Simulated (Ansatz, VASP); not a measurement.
## SrO: VASP beside Ansatz

```xyz
2
Lattice="0.0193 2.5698 2.5698 2.5891 0.0000 2.5891 2.5698 2.5698 0.0193" Properties=species:S:1:pos:R:3 pbc="T T T"
Sr    0.0000    0.0000    0.0000
O     2.5891    2.5698    2.5891
```

Change from the starting cell: strain +0.0150 x Voigt [0, 0, 0, 0, 1, 0], atoms carried along.

Alike in both runs: task single point; functional r2SCAN; k mesh 8 × 8 × 8; occupations gaussian, width 0.05 eV; no spin polarisation.

|  | VASP | Ansatz |
| --- | --- | --- |
| version | VASP 6.6.1 | Ansatz 0.2.0 |
| potentials or method | VASP PAW PBE potentials, release 64 (Sr_sv, O), cutoff 520 eV | scalar-relativistic, plane waves, PAW |
| valence electrons in the cell | 16 | 16 |

```csv
,VASP,Ansatz,Ansatz less VASP
gap on the k mesh at the Fermi level (eV),3.72,3.78,+0.053
least direct gap on the mesh (eV),3.81,3.85,+0.041
pressure (GPa),1.7,1.1,-0.55
"traceless stress, the component that is largest in VASP (GPa)",-0.83,-0.83,0.000
```

VASP's potentials were made for PBE, not for r2SCAN.
